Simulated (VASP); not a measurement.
Wanted: the native input for a VASP 6.6.1 run.

```
Task                   : single point
Functional             : PBE
Potentials or basis    : VASP PAW PBE potentials, release 64 (Re_sv_GW, W_sv)
Cutoff                 : 500 eV
k mesh                 : 8 × 8 × 8
Occupations            : gaussian, width 0.1 eV
Spin                   : no spin polarisation
Dipole correction      : no
Further INCAR settings : ALGO = Normal; EDIFF = 1e-06; NBANDS = 53
```

The structure of Re2W lies in POSCAR:

```
Re2W
1.0
    5.3256522559      0.0000000000      0.0000000000
    0.0000000000      5.3256522559      0.0000000000
    0.0000000000      0.0000000000      5.3256522559
Re W
4 2
Direct
    0.2500000000      0.7500000000      0.2500000000
    0.7500000000      0.2500000000      0.2500000000
    0.2500000000      0.2500000000      0.7500000000
    0.7500000000      0.7500000000      0.7500000000
    0.0000000000      0.0000000000      0.0000000000
    0.5000000000      0.5000000000      0.5000000000
```

The cell was built from a structure type or drawn by symmetry, and may not be a known phase.

The input as run:

INCAR

```
SYSTEM = Re2W
PREC = Accurate
ENCUT = 500
EDIFF = 1E-6
ISMEAR = 0
SIGMA = 0.1
LREAL = .FALSE.
LASPH = .TRUE.
NELM = 120
ALGO = Normal
ISIF = 2
LWAVE = .FALSE.
LCHARG = .FALSE.
GGA = PE
NBANDS = 53
GGA_COMPAT = .FALSE.
```

KPOINTS

```
Automatic mesh
0
G
  8 8 8
  0 0 0
```

Potentials or basis: VASP PAW PBE potentials, release 64 (Re_sv_GW, W_sv).

Launch:

```bash
$ cat potpaw_PBE.64/Re_sv_GW/POTCAR potpaw_PBE.64/W_sv/POTCAR > POTCAR
$ mpirun -np 1 vasp_std > vasp.out
```

It gave:

```
Pressure               : -0.1 GPa
Band gap on the k mesh : zero (bands 44 and 45 overlap by 0.83 eV)
```

Caveat: spin-orbit coupling is left out, which moves the levels of the heavy elements.

Wall time 6.8 min on 1 thread of AMD EPYC 7R43 64-Core Processor (Zen 3), on a shared host, peak memory 0.34 GiB.
